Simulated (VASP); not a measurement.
# HgTe (R3m) in VASP: further runs

Aim: see how the results for HgTe move with the level of theory and the settings. Levels: PBE, r2SCAN. Tasks: single point.

Program: VASP 6.6.1. These are calculated values, not measurements. Logs are shortened: lines on timing, memory, paths and dates and some standing lists are left out, and cuts for length are marked.

## Step 1: The cell of the first run

It takes space group R3m (No. 160, trigonal). The conventional cell has a = 4.838 Å, b = 4.838 Å, c = 11.046 Å, α = 90.00°, β = 90.00°, γ = 120.00°. Within 3.8 Å of Hg (site symmetry 3m) lie 4 Te at 2.86 to 2.91 Å. Te (site symmetry 3m) has 4 Hg at 2.86 to 2.91 Å within 3.8 Å.

## Step 2: Single point, PBE (epitaxial 111 strain +4.0%)

INCAR reads:

```
  PREC = Accurate
  ENCUT = 520
  EDIFF = 1E-6
  ISMEAR = -1
  SIGMA = 0.02
  LREAL = F
  LASPH = T
  NELM = 100
  ALGO = Normal
  ISIF = 2
  LWAVE = F
  LCHARG = F
  GGA = PE
  NBANDS = 16
```

KPOINTS reads:

```
Automatic mesh
0
Gamma
  6 6 6
```

POSCAR reads:

```
HgTe
1.0
   -0.1546850304      3.2660391740      3.2660391740
    3.2660391740     -0.1546850304      3.2660391740
    3.2660391740      3.2660391740     -0.1546850304
Hg Te
1 1
Direct
   -0.0042578237     -0.0042578237     -0.0042578237
    0.2542578237      0.2542578237      0.2542578237
```

Potentials or basis: VASP PAW PBE potentials, release 64 (Hg, Te).

Run with:

```console
> cat potpaw_PBE.64/Hg/POTCAR potpaw_PBE.64/Te/POTCAR > POTCAR
> mpirun -np 1 vasp_std > vasp.out
```

OUTCAR:

```text
PREC = Accurate
   ENCUT = 520
   EDIFF = 1E-6
   ISMEAR = -1
   LREAL = F
   LASPH = T
   NELM = 100
   ISIF = 2
   GGA = PE

 ion  position               nearest neighbor table
   1  0.996  0.996  0.996-   2 2.86   2 2.91   2 2.91   2 2.91
   2  0.254  0.254  0.254-   1 2.86   1 2.91   1 2.91   1 2.91

  LATTYP: Found a trigonal (rhomboedric) cell.
 ALAT       =     4.6214663507
 COS(alpha) =     0.4521312482

  Lattice vectors:

 A1 = (  -0.1546850304,   3.2660391740,   3.2660391740)
 A2 = (   3.2660391740,  -0.1546850304,   3.2660391740)
 A3 = (   3.2660391740,   3.2660391740,  -0.1546850304)

Analysis of symmetry for initial positions (statically):
=====================================================================
 Subroutine PRICEL returns:
 Original cell was already a primitive cell.

 Routine SETGRP: Setting up the symmetry group for a
 trigonal (rhombohedral) supercell.

 Subroutine GETGRP returns: Found  6 space group operations
 (whereof  6 operations were pure point group operations)
 out of a pool of 12 trial point group operations.

The static configuration has the point symmetry C_3v.

Analysis of symmetry for dynamics (positions and initial velocities):
=====================================================================
 Subroutine PRICEL returns:
 Original cell was already a primitive cell.

 Routine SETGRP: Setting up the symmetry group for a
 trigonal (rhombohedral) supercell.

 Subroutine GETGRP returns: Found  6 space group operations
 (whereof  6 operations were pure point group operations)
 out of a pool of 12 trial point group operations.

The dynamic configuration has the point symmetry C_3v.

 Subroutine INISYM returns: Found  6 space group operations
 (whereof  6 operations are pure point group operations),
 and found     1 'primitive' translations

----------------------------------------------------------------------------------------

                                     Primitive cell

  volume of cell :      74.6241

  direct lattice vectors                    reciprocal lattice vectors
    -0.154685030  3.266039174  3.266039174    -0.142622546  0.149713211  0.149713211
     3.266039174 -0.154685030  3.266039174     0.149713211 -0.142622546  0.149713211
     3.266039174  3.266039174 -0.154685030     0.149713211  0.149713211 -0.142622546

  length of vectors
     4.621466351  4.621466351  4.621466351     0.255282749  0.255282749  0.255282749

  position of ions in fractional coordinates (direct lattice)
     0.995742176  0.995742176  0.995742176
     0.254257824  0.254257824  0.254257824

  ion indices of the primitive-cell ions
   primitive index   ion index
                 1           1
                 2           2

----------------------------------------------------------------------------------------

 KPOINTS: Automatic mesh

Automatic generation of k-mesh.
 Grid dimensions read from file:
 generate k-points for:    6    6    6

 Generating k-lattice:

  Cartesian coordinates                     Fractional coordinates (reciprocal lattice)
    -0.023770424  0.024952202  0.024952202     0.166666667  0.000000000  0.000000000
     0.024952202 -0.023770424  0.024952202     0.000000000  0.166666667  0.000000000
     0.024952202  0.024952202 -0.023770424     0.000000000  0.000000000  0.166666667

  Length of vectors
     0.042547125  0.042547125  0.042547125

  Shift w.r.t. Gamma in fractional coordinates (k-lattice)
     0.000000000  0.000000000  0.000000000

 Subroutine IBZKPT returns following result:
 ===========================================

 Found     32 irreducible k-points:

 Following reciprocal coordinates:
            Coordinates               Weight
  0.000000  0.000000  0.000000      1.000000
  0.166667  0.000000  0.000000      6.000000
  0.333333  0.000000 -0.000000      6.000000
  0.500000  0.000000  0.000000      3.000000
  0.166667  0.166667  0.000000      6.000000
  0.333333  0.166667  0.000000     12.000000
[... 16 lines left out ...]
  0.500000  0.500000  0.166667      6.000000
 -0.333333  0.500000  0.166667     12.000000
 [... further k-points ...]
   k-points           NKPTS =     32   k-points in BZ     NKDIM =     32   number of bands    NBANDS=     16
   number of dos      NEDOS =    301   number of ions     NIONS =      2
   total plane-waves  NPLWV =  46656
   dimension x,y,z NGX =    36 NGY =   36 NGZ =   36
   dimension x,y,z NGXF=    72 NGYF=   72 NGZF=   72
   ions per type =               1   1
   NGX,Y,Z   is equivalent  to a cutoff of  12.95, 12.95, 12.95 a.u.
   NGXF,Y,Z  is equivalent  to a cutoff of  25.90, 25.90, 25.90 a.u.
 SYSTEM =  unknown system
   PREC   = accura    normal or accurate (medium, high low for compatibility)
   ISTART =      0    job   : 0-new  1-cont  2-samecut
   ICHARG =      2    charge: 1-file 2-atom 10-const
   ISPIN  =      1    spin polarized calculation?
   LNONCOLLINEAR =      F non collinear calculations
   LSORBIT =      F    spin-orbit coupling
   LASPH  =      T    aspherical Exc in radial PAW
   ENCUT  =  520.0 eV  38.22 Ry    6.18 a.u.   8.59  8.59  8.59*2*pi/ulx,y,z
   NELM   =    100;   NELMIN=  2; NELMDL= -5     # of ELM steps
   EDIFF  = 0.1E-05   stopping-criterion for ELM
   LREAL  =      F    real-space projection
   EDIFFG = 0.1E-04   stopping-criterion for IOM
   NSW    =      0    number of steps for IOM
   IBRION =     -1    ionic relax: 0-MD 1-quasi-New 2-CG
   NFREE  =      0    steps in history (QN), initial steepest desc. (CG)
   ISIF   =      2    stress and relaxation
   ISYM   =      2    0-nonsym 1-usesym 2-fastsym
   POTIM  = 0.5000    time-step for ionic-motion
   TEBEG  =    0.0;   TEEND  =   0.0 temperature during run
   PSTRESS=    0.0 pullay stress
   NELECT =      18.0000    total number of electrons
   NUPDOWN=      -1.0000    fix difference up-down
   EMIN   =  10.00;   EMAX   =-10.00  energy-range for DOS
   EFERMI =   0.00;   METHOD = LEGACY
   ISMEAR =    -1;   SIGMA  =   0.02  broadening in eV -4-tet -1-fermi 0-gaus
   EFERMI_NEDOS =   21; number of points for ismear=-14 and -15
   IALGO  =     38    algorithm
   IMIX   =      4    mixing-type and parameters
     AMIX     =   0.40;   BMIX     =  1.00
     AMIX_MAG =   1.60;   BMIX_MAG =  1.00
  volume/ion in A,a.u.               =      37.31       251.79
  Fermi-wavevector in a.u.,A,eV,Ry     =   1.019074  1.925771 14.129822  1.038513
  Thomas-Fermi vector in A             =   2.152568
   LORBIT       =      0    0 simple, 1 ext, 2 COOP (PROOUT), +10 PAW based schemes
   GGA     = PE    functional components
   LHFCALC =     F    Hartree Fock is set to
   AEXX    =    0.0000 exact exchange contribution
   IVDW    =     0    specifies the selected vdW correction
   LEPSILON=     F    determine dielectric tensor
   LRPA    =     F    only Hartree local field effects (RPA)
 non-spin polarized calculation
  energy-cutoff  :      520.00
  volume of cell :       74.62
 maximum number of plane-waves:      2030
 NGX is ok and might be reduce to    36
   NGX = 17   NGY = 17   NGZ = 17

 number of electron      17.9999998 magnetization

 Free energy of the ion-electron system (eV)
  ---------------------------------------------------
  ext. energy  EPLUGINS =         0.00000000
  ---------------------------------------------------
  free energy    TOTEN  =        -3.61363873 eV

  energy without entropy =       -3.61362765  energy(sigma->0) =       -3.61363319

 E-fermi :   2.1570     XC(G=0):  -8.2967

 val. band max:        2.0208275583   @ k =   0.0000   0.0000   0.0000
 cond. band min:       2.2680456771   @ k =   0.0000   0.0000   0.0000
 fundamental gap:      0.2472181187
 Fermi energy:         2.1570328987

 k-point     1 :       0.0000    0.0000    0.0000
  band No.  band energies     occupation
      1      -9.2144      2.00000
      2      -4.7184      2.00000
      3      -4.7184      2.00000
      4      -4.7052      2.00000
      5      -4.3049      2.00000
      6      -4.3049      2.00000
[... 8 lines left out ...]
     15      11.4737      0.00000
     16      11.4737      0.00000

 k-point     2 :       0.1667    0.0000    0.0000
  band No.  band energies     occupation
      1      -9.1110      2.00000
      2      -4.6888      2.00000
      3      -4.6888      2.00000
      4      -4.6532      2.00000
      5      -4.3091      2.00000
      6      -4.3037      2.00000
[... 8 lines left out ...]
     15      10.5522      0.00000
     16      10.9047      0.00000

 k-point     3 :       0.3333    0.0000   -0.0000
  band No.  band energies     occupation
      1      -8.8904      2.00000
      2      -4.6429      2.00000
      3      -4.6346      2.00000
      4      -4.4144      2.00000
      5      -4.3092      2.00000
      6      -4.2885      2.00000
[... 8 lines left out ...]
     15      10.5971      0.00000
     16      11.3187      0.00000

 k-point     4 :       0.5000    0.0000    0.0000
  band No.  band energies     occupation
      1      -8.7727      2.00000
      2      -4.6252      2.00000
      3      -4.6117      2.00000
      4      -4.3035      2.00000
      5      -4.2839      2.00000
      6      -4.0820      2.00000
[... 8 lines left out ...]
     15      11.4805      0.00000
     16      11.8833      0.00000
[... 324 lines left out ...]
 k-point    22 :      -0.1667    0.3333    0.1667
  band No.  band energies     occupation
      1      -8.7346      2.00000
      2      -4.5885      2.00000
      3      -4.5465      2.00000
      4      -4.3988      2.00000
      5      -4.2881      2.00000
      6      -4.1861      2.00000
[... 8 lines left out ...]
     15      11.8862      0.00000
     16      12.6006      0.00000

 k-point    23 :       0.5000    0.5000    0.1667
  band No.  band energies     occupation
      1      -8.6265      2.00000
      2      -4.5589      2.00000
      3      -4.4861      2.00000
      4      -4.4377      2.00000
      5      -4.2619      2.00000
      6      -4.0020      2.00000
[... 8 lines left out ...]
     15      12.6092      0.00000
     16      13.3249      0.00000

 k-point    24 :      -0.3333    0.5000    0.1667
  band No.  band energies     occupation
      1      -8.5985      2.00000
      2      -4.5429      2.00000
      3      -4.4899      2.00000
      4      -4.3898      2.00000
      5      -4.2858      2.00000
      6      -3.8757      2.00000
[... 8 lines left out ...]
     15      12.3650      0.00000
     16      13.1113      0.00000

 [... further k-points ...]

------------------------ aborting loop because EDIFF is reached ----------------------------------------

  FORCE on cell =-STRESS in cart. coord.  units (eV):
  Direction    XX          YY          ZZ          XY          YZ          ZX
  --------------------------------------------------------------------------------------
  -------------------------------------------------------------------------------------
  Total       -0.1882432     -0.1882432     -0.1882432      0.3953922      0.3953922      0.3953922
  in kB       -4.0415747     -4.0415747     -4.0415747      8.4890558      8.4890558      8.4890558
  external PRESSURE =      -4.0415747 kB  Pullay stress =       0.0000000 kB

 VOLUME and BASIS-vectors are now :
 -----------------------------------------------------------------------------
  energy-cutoff  :      520.00
  volume of cell :       74.62
      direct lattice vectors                 reciprocal lattice vectors
    -0.154685030  3.266039174  3.266039174    -0.142622546  0.149713211  0.149713211
     3.266039174 -0.154685030  3.266039174     0.149713211 -0.142622546  0.149713211
     3.266039174  3.266039174 -0.154685030     0.149713211  0.149713211 -0.142622546

 POSITION                                       TOTAL-FORCE (eV/Angst)
 -----------------------------------------------------------------------------------
      6.35024      6.35024      6.35024        -0.009906     -0.009906     -0.009906
      1.62150      1.62150      1.62150         0.009906      0.009906      0.009906
 -----------------------------------------------------------------------------------
    total drift:                               -0.000290     -0.000290     -0.000290

  FREE ENERGIE OF THE ION-ELECTRON SYSTEM (eV)
  ---------------------------------------------------
  free  energy   TOTEN  =        -3.6136387264 eV

  energy  without entropy=       -3.6136276477  energy(sigma->0) =       -3.61363319
```

It took 27 s on 1 thread of Intel Xeon Platinum 8488C (Sapphire Rapids), shared host; peak memory 0.22 GiB.

What came out:

| Quantity | Value |
| --- | --- |
| Free energy | -3.6136 eV |
| Pressure | -0.4 GPa |
| Largest force | 0.017 eV/Å |
| Band gap on the k mesh | 0.25 eV, direct |

Forces in eV/Å, atoms in the order of the input:
```
Hg  -0.010 -0.010 -0.010
Te   0.010  0.010  0.010
```

Stress tensor (GPa, compression positive):
```
-0.40  0.85  0.85
 0.85 -0.40  0.85
 0.85  0.85 -0.40
```

Caveat: the cell differs from its parent crystal (epitaxial 111 strain +4.0%); spin-orbit coupling is left out, which moves the levels of the heavy elements.

## Step 3: Single point, r2SCAN (epitaxial 111 strain +4.0%)

POSCAR is that of step 2.

INCAR.step1 reads:

```
SYSTEM = HgTe
PREC = Accurate ; ENCUT = 520
ISMEAR = -1 ; SIGMA = 0.02
LREAL = .FALSE. ; LASPH = .TRUE.
NELM = 80 ; NBANDS = 16
GGA = PE ; ALGO = Normal
EDIFF = 1E-4 ; LWAVE = .TRUE.
LCHARG = .FALSE.
```

INCAR.step2 reads:

```
SYSTEM = HgTe
PREC = Accurate ; ENCUT = 520
EDIFF = 1E-7 ; ISMEAR = -1
SIGMA = 0.02 ; LREAL = .FALSE.
LASPH = .TRUE. ; NELM = 80
ALGO = Normal ; ISIF = 2
LWAVE = .FALSE. ; LCHARG = .TRUE.
METAGGA = R2SCAN ; LMIXTAU = .TRUE.
LELF = .TRUE. ; LVHAR = .TRUE.
NBANDS = 16 ; ISTART = 1
```

KPOINTS reads:

```
Automatic mesh
0
G
  6 6 6
  0 0 0
```

Potentials or basis: VASP PAW PBE potentials, release 64 (Hg, Te).

Run with:

```console
> cat potpaw_PBE.64/Hg/POTCAR potpaw_PBE.64/Te/POTCAR > POTCAR
> cp INCAR.step1 INCAR
> mpirun -np 1 vasp_std > vasp.out
> cp INCAR.step2 INCAR
> mpirun -np 1 vasp_std > vasp.out
```

OUTCAR:

```text
SYSTEM = HgTe
   PREC = Accurate
   ENCUT = 520
   EDIFF = 1E-7
   ISMEAR = -1
   LREAL = .FALSE.
   LASPH = .TRUE.
   NELM = 80
   ISIF = 2
   METAGGA = R2SCAN
   ISTART = 1

 ion  position               nearest neighbor table
   1  0.996  0.996  0.996-   2 2.86   2 2.91   2 2.91   2 2.91
   2  0.254  0.254  0.254-   1 2.86   1 2.91   1 2.91   1 2.91

  LATTYP: Found a trigonal (rhomboedric) cell.
 ALAT       =     4.6214663507
 COS(alpha) =     0.4521312482

[... 644 lines left out ...]

------------------------ aborting loop because EDIFF is reached ----------------------------------------

  FORCE on cell =-STRESS in cart. coord.  units (eV):
  Direction    XX          YY          ZZ          XY          YZ          ZX
  --------------------------------------------------------------------------------------
  -------------------------------------------------------------------------------------
  Total       -0.7820675     -0.7820675     -0.7820675      0.4040992      0.4040992      0.4040992
  in kB      -16.7909597    -16.7909597    -16.7909597      8.6759947      8.6759947      8.6759947
  external PRESSURE =     -16.7909597 kB  Pullay stress =       0.0000000 kB

 VOLUME and BASIS-vectors are now :
 -----------------------------------------------------------------------------
  energy-cutoff  :      520.00
  volume of cell :       74.62
      direct lattice vectors                 reciprocal lattice vectors
    -0.154685030  3.266039174  3.266039174    -0.142622546  0.149713211  0.149713211
     3.266039174 -0.154685030  3.266039174     0.149713211 -0.142622546  0.149713211
     3.266039174  3.266039174 -0.154685030     0.149713211  0.149713211 -0.142622546

 POSITION                                       TOTAL-FORCE (eV/Angst)
 -----------------------------------------------------------------------------------
      6.35024      6.35024      6.35024        -0.001474     -0.001474     -0.001474
      1.62150      1.62150      1.62150         0.001474      0.001474      0.001474
 -----------------------------------------------------------------------------------
    total drift:                               -0.000332     -0.000332     -0.000332

  FREE ENERGIE OF THE ION-ELECTRON SYSTEM (eV)
  ---------------------------------------------------
  free  energy   TOTEN  =       -75.1078621278 eV

  energy  without entropy=      -75.1078556977  energy(sigma->0) =      -75.10785891
```

OSZICAR.step1:

```text
N       E                     dE             d eps       ncg     rms          rms(c)
DAV:   1     0.102051410459E+03    0.10205E+03   -0.79810E+03  1024   0.964E+02
DAV:   2    -0.744225408089E-01   -0.10213E+03   -0.95516E+02  1208   0.223E+02
DAV:   3    -0.378037058991E+01   -0.37059E+01   -0.36975E+01  1256   0.435E+01
DAV:   4    -0.381731355218E+01   -0.36943E-01   -0.36940E-01  1496   0.388E+00
DAV:   5    -0.381740680526E+01   -0.93253E-04   -0.93253E-04  1344   0.188E-01    0.613E+00
DAV:   6    -0.361984306262E+01    0.19756E+00   -0.38830E-01  1224   0.780E+00    0.499E+00
DAV:   7    -0.361392646951E+01    0.59166E-02   -0.85169E-02  1192   0.191E+00    0.201E+00
DAV:   8    -0.361356430820E+01    0.36216E-03   -0.82284E-03  1152   0.100E+00    0.428E-01
DAV:   9    -0.361359530393E+01   -0.30996E-04   -0.72569E-04  1312   0.292E-01
   1 F= -.36135953E+01 E0= -.36135898E+01  d E =-.110993E-04
```

Wall time 98 s (1 thread of Intel Xeon Platinum 8488C (Sapphire Rapids), shared host); peak memory 0.24 GiB.

Results:

```
Free energy            : -75.1079 eV
Pressure               : -1.7 GPa
Band gap on the k mesh : 0.27 eV, direct
```

Forces in eV/Å, atoms in the order of the input:
```
Hg  -0.001 -0.001 -0.001
Te   0.001  0.001  0.001
```

Stress tensor (GPa, compression positive):
```
-1.68  0.87  0.87
 0.87 -1.68  0.87
 0.87  0.87 -1.68
```

Levels at points of the mesh, in eV from the valence-band top:
| k point | band 7 | band 8 | band 9 | band 10 | band 11 | band 12 |
| --- | --- | --- | --- | --- | --- | --- |
| (0.00, 0.00, 0.00) | -0.69 | 0.00 | 0.00 | 0.27 | 4.66 | 4.66 |
| (0.50, 0.00, 0.00) | -4.94 | -0.80 | -0.57 | 1.16 | 5.63 | 5.68 |
| (0.50, 0.50, 0.00) | -4.93 | -2.02 | -1.65 | 2.05 | 3.18 | 8.10 |
| (0.50, 0.50, 0.50) | -4.76 | -0.91 | -0.91 | 0.52 | 5.28 | 5.28 |

Caveat: the cell differs from its parent crystal (epitaxial 111 strain +4.0%); the PAW data sets were made with another functional, which shifts forces and pressure a little; spin-orbit coupling is left out, which moves the levels of the heavy elements. A k mesh can miss the band edges.
